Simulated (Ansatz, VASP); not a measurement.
## One calculation of Sr2SeO, two programs

Contents of POSCAR:

```
Sr2SeO
1.0
    4.1315931192      0.0000000000      0.0000000000
    0.0000000000      4.1315931192      0.0000000000
    0.0000000000      0.0000000000      5.8507435020
O Sr Se
1 2 1
Direct
    0.0000000000      0.0000000000      0.0000000000
    0.0000000000      0.0000000000      0.5000000000
    0.5000000000      0.5000000000      0.0000000000
    0.5000000000      0.5000000000      0.5000000000
```

File INCAR.step1:

```
  PREC = Accurate
  ENCUT = 520
  ISMEAR = 0
  SIGMA = 0.01
  LREAL = F
  LASPH = T
  NELM = 80
  NBANDS = 24
  GGA = PE
  ALGO = Normal
  EDIFF = 1E-4
  LWAVE = T
  LCHARG = F
```

File INCAR.step2:

```
  PREC = Accurate
  ENCUT = 520
  EDIFF = 1E-6
  ISMEAR = 0
  SIGMA = 0.01
  LREAL = F
  LASPH = T
  NELM = 80
  ALGO = Normal
  ISIF = 2
  LWAVE = F
  LCHARG = T
  METAGGA = R2SCAN
  LMIXTAU = T
  LELF = T
  LVHAR = T
  NBANDS = 24
  ISTART = 1
```

Contents of KPOINTS:

```
Automatic mesh
0
Gamma
  6 6 4
```

Input for Ansatz:

```yaml
crystal:
  lattice:
    - [4.1315931192, 0.0, 0.0]
    - [0.0, 4.1315931192, 0.0]
    - [0.0, 0.0, 5.850743502]
  atoms:
    - { symbol: O, position: [0.0, 0.0, 0.0] }
    - { symbol: Sr, position: [0.0, 0.0, 0.5] }
    - { symbol: Se, position: [0.5, 0.5, 0.5] }
    - { symbol: Sr, position: [0.5, 0.5, 0.0] }
kpoints:
  mp_grid: { grid: [6, 6, 4] }
  band_path:
    path:
      - [0.0, 0.0, 0.0]
      - [0.0, 0.5, 0.0]
      - [0.5, 0.5, 0.0]
      - [0.0, 0.0, 0.5]
      - [0.0, 0.5, 0.5]
      - [0.5, 0.5, 0.5]
    npoints: 1
hamiltonian:
  xc: r2scan
scf:
  occupations: { method: fixed }
  n_extra_bands: 5
output:
  forces: true
  stress: true
  eigenvalues: true
```

Alike in both runs: task single point; functional r2SCAN; k mesh 6 × 6 × 4; no spin polarisation.

```csv
,VASP,Ansatz
version,VASP 6.6.1,Ansatz 0.2.0
potentials or method,"VASP PAW PBE potentials, release 64 (O, Sr_sv, Se)","plane waves, PAW"
plane-wave cutoff (eV),520,500
occupations,"gaussian, width 0.01 eV",fixed
valence electrons in the cell,32,42
```

Ansatz gave:

```
gap on the k mesh at the Fermi level (eV) : 2.42
pressure (GPa)                            : 0.0
```

Estimate VASP's values.

gap on the k mesh at the Fermi level (eV): 2.39; pressure (GPa): 0.2.

VASP's potentials were made for PBE, not for r2SCAN. VASP's potentials hold 32 valence electrons a cell and Ansatz's 42, so a difference there can come from the potentials and not from the codes.
